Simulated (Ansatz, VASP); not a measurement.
Bi in VASP and in Ansatz

```
CELL_PARAMETERS angstrom
2.29246 1.32355 4.04675
-2.29246 1.32355 4.04675
0.00000 -2.64710 4.04675
ATOMIC_POSITIONS crystal
Bi 0.23371 0.23371 0.23371
Bi 0.76629 0.76629 0.76629
```

Alike in both runs: task single point; functional PBE; k mesh 8 × 8 × 8; occupations gaussian, width 0.1 eV; no spin polarisation.

|  | VASP | Ansatz |
| --- | --- | --- |
| version | VASP 6.6.1 | Ansatz 0.2.0 |
| potentials or method | VASP PAW PBE potentials, release 64 (Bi_d), cutoff 520 eV | plane waves (420 eV) with PAW, scalar-relativistic |
| valence electrons in the cell | 30 | 30 |

```csv
,VASP,Ansatz,Ansatz less VASP
pressure (GPa),-0.1,0.0,+0.04
```

With one functional, cell and mesh, what is left measures potentials, basis and numerics.

Spin-orbit coupling is off throughout.
